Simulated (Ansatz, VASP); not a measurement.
## One calculation of Si, two programs

INCAR

```
SYSTEM = Si
PREC     = Accurate       ! precision mode
ENCUT    = 520            ! plane-wave cutoff, eV
EDIFF    = 1E-8           ! SCF threshold, eV
ISMEAR   = -1             ! smearing method
SIGMA    = 0.08           ! smearing width, eV
LREAL    = .FALSE.        ! projectors in reciprocal space
LASPH    = .TRUE.         ! aspherical terms in the spheres
NELM     = 60             ! most SCF steps
ALGO     = Normal         ! electronic algorithm
ISIF     = 2              ! what is computed and relaxed
LWAVE    = .FALSE.        ! write WAVECAR
LCHARG   = .FALSE.        ! write CHGCAR
LEFG     = .TRUE.       
NBANDS   = 11             ! bands
```

KPOINTS

```
Automatic mesh
0
G
  12 12 12
  0 0 0
```

The input POSCAR:

```
Si
1.0
    0.0000000000      2.7244915613      2.7244915613
    2.7244915613      0.0000000000      2.7244915613
    2.7244915613      2.7244915613      0.0000000000
Si
2
Direct
    0.5000000000      0.5000000000      0.5000000000
    0.7500000000      0.7500000000      0.7500000000
```

Input for Ansatz:

```yaml
crystal:
  lattice:
    - [0.0, 2.7244915613, 2.7244915613]
    - [2.7244915613, 0.0, 2.7244915613]
    - [2.7244915613, 2.7244915613, 0.0]
  atoms:
    - { symbol: Si, position: [0.5, 0.5, 0.5] }
    - { symbol: Si, position: [0.75, 0.75, 0.75] }
kpoints:
  mp_grid: { grid: [12, 12, 12] }
scf:
  occupations: { method: fermi_dirac, width: 0.08 }
hamiltonian:
  xc: lda
  pseudopotentials: { kind: paw }
output:
  forces: true
  stress: true
  eigenvalues: true
  efg: { contact_densities: true }
  write_density: true
  write_potential: true
  elf: true
  volumetric_format: npy
```

Change from the starting cell: volume scaled by 1.01, PAW files.

Alike in both runs: task electric field gradients; functional LDA; k mesh 12 × 12 × 12; occupations fermi-dirac, width 0.08 eV; no spin polarisation.

```csv
,VASP,Ansatz
version,VASP 6.6.1,Ansatz 0.2.0
potentials or method,"VASP PAW LDA potentials, release 64 (Si)","PAW with Ansatz's default frozen-core files, scalar-relativistic"
plane-wave cutoff (eV),520,420
valence electrons in the cell,8,8
```

|  | VASP | Ansatz | Ansatz less VASP |
| --- | --- | --- | --- |
| pressure (GPa) | -2.3 | -2.4 | -0.03 |

LDA's correlation is that of Perdew and Zunger in VASP and of Perdew and Wang (1992) in Ansatz.
